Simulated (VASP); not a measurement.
# Re: single point with PBEsol

Re:

```
Re
1.0
     0.00000    1.89600    1.89600
     1.89600    0.00000    1.89600
     1.89600    1.89600    0.00000
Re
1
Direct
  0.00000 0.00000 0.00000
```

This cell differs from its parent crystal: strain -0.040 along x and y, -0.040 along z.

| Item | Value |
| --- | --- |
| Program | VASP 6.6.1 |
| Task | single point |
| Functional | PBEsol |
| Potentials or basis | VASP PAW PBE potentials, release 64 (Re) |
| Cutoff | 520 eV |
| k mesh | 20 × 20 × 20 |
| Occupations | gaussian, width 0.15 eV |
| Spin | no spin polarisation |

```
Pressure               : 31.9 GPa
Band gap on the k mesh : zero (an odd number of electrons rules out a gap without spin polarisation)
```

Levels at points of the mesh, in eV from the Fermi level:
| k point | band 1 | band 2 | band 3 | band 4 | band 5 | band 6 | band 7 | band 8 |
| --- | --- | --- | --- | --- | --- | --- | --- | --- |
| (0.00, 0.00, 0.00) | -10.73 | -2.17 | -2.17 | -2.17 | 1.41 | 1.41 | 13.98 | 20.07 |
| (0.50, 0.00, 0.00) | -7.51 | -2.42 | -2.42 | 0.36 | 4.30 | 4.30 | 11.13 | 13.49 |
| (0.50, 0.50, 0.00) | -7.60 | -6.66 | 3.17 | 4.25 | 5.16 | 5.16 | 12.92 | 12.92 |

Run time: 15 s on 1 thread of AMD EPYC 9R45 96-Core Processor (Zen 5) (shared host), peak memory 0.13 GiB.

Caveat: the cell differs from its parent crystal (strain -0.040 along x and y, -0.040 along z); the cell stands under pressure; the PAW data sets were made with another functional, which shifts forces and pressure a little; spin-orbit coupling is left out, which moves the levels of the heavy elements.
